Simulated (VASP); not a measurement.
Set up this calculation in VASP 6.6.1, as the native input.

```
Task                   : single point
Functional             : r2SCAN
Potentials or basis    : VASP PAW PBE potentials, release 64 (In_d, As)
Cutoff                 : 520 eV
k mesh                 : 8 × 8 × 8
Occupations            : fermi-dirac, width 0.02 eV
Spin                   : no spin polarisation
Dipole correction      : no
Further INCAR settings : ALGO = Normal; EDIFF = 1e-06; NBANDS = 16
```

Crystal: InAs.

```
In As
1.0
     0.00000    2.96295    2.96295
     2.96295    0.00000    2.96295
     2.96295    2.96295    0.00000
In As
1 1
Direct
  0.00000 0.00000 0.00000
  0.25000 0.25000 0.25000
```

This cell differs from its parent crystal: strain -3.0%.

The input as run:

POSCAR

```
InAs
1.0
    0.0000000000      2.9629527589      2.9629527589
    2.9629527589      0.0000000000      2.9629527589
    2.9629527589      2.9629527589      0.0000000000
In As
1 1
Direct
    0.0000000000      0.0000000000      0.0000000000
    0.2500000000      0.2500000000      0.2500000000
```

INCAR.step1

```
ALGO = Normal ; EDIFF = 1E-4
ENCUT = 520 ; GGA = PE
ISMEAR = -1 ; LASPH = True
LCHARG = False ; LREAL = False
LWAVE = True ; NBANDS = 16
NELM = 80 ; PREC = Accurate
SIGMA = 0.02
```

INCAR.step2

```
ALGO = Normal ; EDIFF = 1E-6
ENCUT = 520 ; ISIF = 2
ISMEAR = -1 ; ISTART = 1
LASPH = True ; LCHARG = False
LMIXTAU = True ; LREAL = False
LWAVE = False ; METAGGA = R2SCAN
NBANDS = 16 ; NELM = 80
PREC = Accurate ; SIGMA = 0.02
```

KPOINTS

```
k-points
0
Gamma
  8 8 8
```

Potentials or basis: VASP PAW PBE potentials, release 64 (In_d, As).

Run with:

```sh
$ cat potpaw_PBE.64/In_d/POTCAR potpaw_PBE.64/As/POTCAR > POTCAR
$ cp INCAR.step1 INCAR
$ mpirun -np 1 vasp_std > vasp.out
$ cp INCAR.step2 INCAR
$ mpirun -np 1 vasp_std > vasp.out
```

Results of the run:

- Pressure: 6.5 GPa
- Band gap on the k mesh: 0.59 eV, direct

Caveat: the cell differs from its parent crystal (strain -3.0%); the PAW data sets were made with another functional, which shifts forces and pressure a little; spin-orbit coupling is left out, which moves the levels of the heavy elements.

It took 2.6 min on 1 thread of AMD EPYC 7R13, on a shared host, peak memory 0.16 GiB.
